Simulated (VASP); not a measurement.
**TiPd3: relaxation of cell and atoms with LDA**

TiPd3:

```xyz
4
Lattice="3.8200 0.0000 0.0000 0.0000 3.8200 0.0000 0.0000 0.0000 3.8200" Properties=species:S:1:pos:R:3 pbc="T T T"
Ti    0.0000    0.0000    0.0000
Pd    0.0000    1.9100    1.9100
Pd    1.9100    0.0000    1.9100
Pd    1.9100    1.9100    0.0000
```

| Quantity | Value |
| --- | --- |
| Program | VASP 6.6.1 |
| Task | relaxation of cell and atoms |
| Functional | LDA |
| Potentials or basis | VASP PAW LDA potentials, release 64 (Ti_sv, Pd) |
| Cutoff | 600 eV |
| k mesh | 12 × 12 × 12 |
| Occupations | gaussian, width 0.1 eV |
| Spin | no spin polarisation |
| Dipole correction | no |
| Further INCAR settings | ALGO = Fast; EDIFF = 1e-07; IBRION = 2; EDIFFG = -0.005; NSW = 100; ISIF = 3 |

| Quantity | Value |
| --- | --- |
| Relaxed volume | 14.10 Å³/atom |
| Relaxed cell | a = 3.835 Å, b = 3.835 Å, c = 3.835 Å, α = 90.00°, β = 90.00°, γ = 90.00° |
| Space group after relaxing (to 0.1 Å) | Pm-3m (No. 221) |
| Energy gained by relaxing | 1.3 meV/atom |
| Ionic steps | 3 |
| Pressure after relaxing | 0.0 GPa |
| Band gap on the k mesh | zero (bands 21 and 22 overlap by 1.34 eV) |

Step by step:
| step | energy change (eV) | largest force (eV/Å) | pressure (GPa) | volume (Å³) |
| --- | --- | --- | --- | --- |
| 1 | 0.0000 | 0.0000 | 2.68 | 55.74 |
| 2 | 0.0137 | 0.0000 | -4.74 | 57.65 |
| 3 | -0.0053 | 0.0000 | -0.03 | 56.39 |

Final structure:
```
Ti Pd
1.0
     3.83478    0.00000    0.00000
     0.00000    3.83478    0.00000
     0.00000    0.00000    3.83478
Ti Pd
1 3
Direct
  0.00000 0.00000 0.00000
  0.00000 0.50000 0.50000
  0.50000 0.00000 0.50000
  0.50000 0.50000 0.00000
```

Levels at points of the mesh, in eV from the Fermi level:
| k point | band 17 | band 18 | band 19 | band 20 | band 21 | band 22 | band 23 | band 24 | band 25 |
| --- | --- | --- | --- | --- | --- | --- | --- | --- | --- |
| (0.00, 0.00, 0.00) | -1.13 | -0.61 | -0.61 | -0.61 | 1.17 | 1.17 | 2.46 | 2.46 | 2.46 |
| (0.50, 0.00, 0.00) | -2.71 | -2.62 | -2.54 | -1.67 | -0.60 | -0.17 | -0.17 | 0.55 | 0.57 |
| (0.50, 0.50, 0.00) | -3.01 | -3.01 | -2.50 | -2.33 | -2.26 | 0.20 | 0.20 | 1.51 | 1.51 |
| (0.50, 0.50, 0.50) | -1.01 | -1.01 | -1.01 | 0.00 | 0.00 | 0.00 | 0.02 | 0.99 | 0.99 |

Run time: 17 min on 1 thread of Intel Xeon 8259CL (shared host), peak memory 0.27 GiB.
